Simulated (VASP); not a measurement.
Runs of VASP 6.6.1 on Ge. The structure is that of space group Pm-3m (No. 221), or close to it. The cells are those of the table. This isn't the form of Ge at room conditions, which is diamond.

```tsv
task	cell	cutoff (eV)	gap on the mesh (eV)	pressure (GPa)
single point	a = 2.677 Å, 1 atom	520	none	-0.8
single point	a = 2.668 Å, 1 atom	520	none	-0.1
relaxation of cell and atoms	relaxed from a = 2.668 Å, 1 atom	600	none	-0.1
relaxation of cell and atoms	relaxed from a = 2.680 Å, 1 atom	600	none	0.0
single point	a = 2.659 Å, 1 atom	520	none	(a)
```

Alike in all rows: level PBEsol; potentials or basis VASP PAW PBE potentials, release 64 (Ge_d); no spin polarisation; k mesh 16 × 16 × 16; smearing methfessel-paxton 0.05 eV.

Question: Estimate the missing entries.

Answer: (a) 0.7.

Caveats: the PAW data sets were made with another functional, which shifts forces and pressure a little; the relaxation stopped at its first step, so nothing moved (at least some runs).

A k mesh can miss the band edges, and the runs leave out spin-orbit coupling on Ge.

A gap of «none» marks levels without a gap at the run's occupations.
